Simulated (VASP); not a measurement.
A run of VASP 6.6.1 is set up as follows.

The input INCAR:

```
ALGO     = Fast           # electronic algorithm
EDIFF    = 1E-7           # SCF threshold, eV
EDIFFG   = -0.01          # ionic threshold
ENCUT    = 600            # plane-wave cutoff, eV
GGA      = PE             # functional
IBRION   = 2              # ionic algorithm
ISIF     = 3              # what is computed and relaxed
ISMEAR   = 0              # smearing method
LASPH    = True           # aspherical terms in the spheres
LCHARG   = False          # write CHGCAR
LREAL    = False          # projectors in reciprocal space
LWAVE    = False          # write WAVECAR
NELM     = 80             # most SCF steps
NSW      = 100            # ionic steps
PREC     = Accurate       # precision mode
SIGMA    = 0.1            # smearing width, eV
```

File KPOINTS:

```
k-points
0
Gamma
  12 12 12
```

Contents of POSCAR:

```
TePt3
1.0
    4.1355381314      0.0000000000      0.0000000000
    0.0000000000      4.1355381314      0.0000000000
    0.0000000000      0.0000000000      4.1355381314
Te Pt
1 3
Direct
    0.0000000000      0.0000000000      0.0000000000
    0.0000000000      0.5000000000      0.5000000000
    0.5000000000      0.0000000000      0.5000000000
    0.5000000000      0.5000000000      0.0000000000
```

Potentials or basis: VASP PAW PBE potentials, release 64 (Te, Pt).

Launch:

```sh
$ cat potpaw_PBE.64/Te/POTCAR potpaw_PBE.64/Pt/POTCAR > POTCAR
$ mpirun -np 1 vasp_std > vasp.out
```

Predict the relaxed volume.

17.57 Å³/atom.

Predict the band gap on the k mesh.

zero (bands 18 and 19 overlap by 0.75 eV).

Estimate the space group after relaxing (to 0.1 Å).

Pm-3m (No. 221).

Final structure:
```
Te Pt
1.0
     4.12706    0.00000    0.00000
     0.00000    4.12706    0.00000
     0.00000    0.00000    4.12706
Te Pt
1 3
Direct
  0.00000 0.00000 0.00000
  0.00000 0.50000 0.50000
  0.50000 0.00000 0.50000
  0.50000 0.50000 0.00000
```

Caveat: spin-orbit coupling is left out, which moves the levels of the heavy elements.
